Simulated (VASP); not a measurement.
A run of VASP 6.6.1 is set up as follows.

The input INCAR:

```
ALGO     = Normal         # electronic algorithm
EDIFF    = 1E-6           # SCF threshold, eV
ENCUT    = 520            # plane-wave cutoff, eV
GGA      = PS             # functional
ISIF     = 2              # what is computed and relaxed
ISMEAR   = 0              # smearing method
IVDW     = 12             # dispersion correction
LASPH    = T              # aspherical terms in the spheres
LCHARG   = F              # write CHGCAR
LREAL    = F              # projectors in reciprocal space
LWAVE    = F              # write WAVECAR
NBANDS   = 20             # bands
NELM     = 80             # most SCF steps
PREC     = Accurate       # precision mode
SIGMA    = 0.05           # smearing width, eV
```

File KPOINTS:

```
k-points
0
Gamma
  12 12 12
```

Contents of POSCAR:

```
WS2
1.0
    1.5790003843      0.9116362969      6.1633300000
   -1.5790003843      0.9116362969      6.1633300000
    0.0000000000     -1.8232725938      6.1633300000
W S
1 2
Direct
   -0.0548464340     -0.0548464340      0.1096928680
    0.7503000000      0.7503000000      0.7503000000
    0.5810000000      0.5810000000      0.5810000000
```

Potentials or basis: VASP PAW PBE potentials, release 64 (W_sv, S).

Command:

```sh
$ cat potpaw_PBE.64/W_sv/POTCAR potpaw_PBE.64/S/POTCAR > POTCAR
$ mpirun -np 1 vasp_std > vasp.out
```

Problem. Predict the band gap on the k mesh.

Solution. 0.87 eV (least direct gap 0.93 eV).

Problem. Estimate the pressure.

Solution. 3.2 GPa.

Problem. Predict the largest force.

Solution. 6.630 eV/Å.

Stress tensor (GPa, compression positive):
```
-6.79  0.00  0.00
 0.00  7.78 -1.25
 0.00 -1.25  8.64
```

Caveat: the cell differs from its parent crystal (atom 1 (W) moved by (-0.300, +0.000) A along y and z); the stress differs along the axes, from -7 to 9 GPa; the PAW data sets were made with another functional, which shifts forces and pressure a little; spin-orbit coupling is left out, which moves the levels of the heavy elements. A k mesh can miss the band edges.
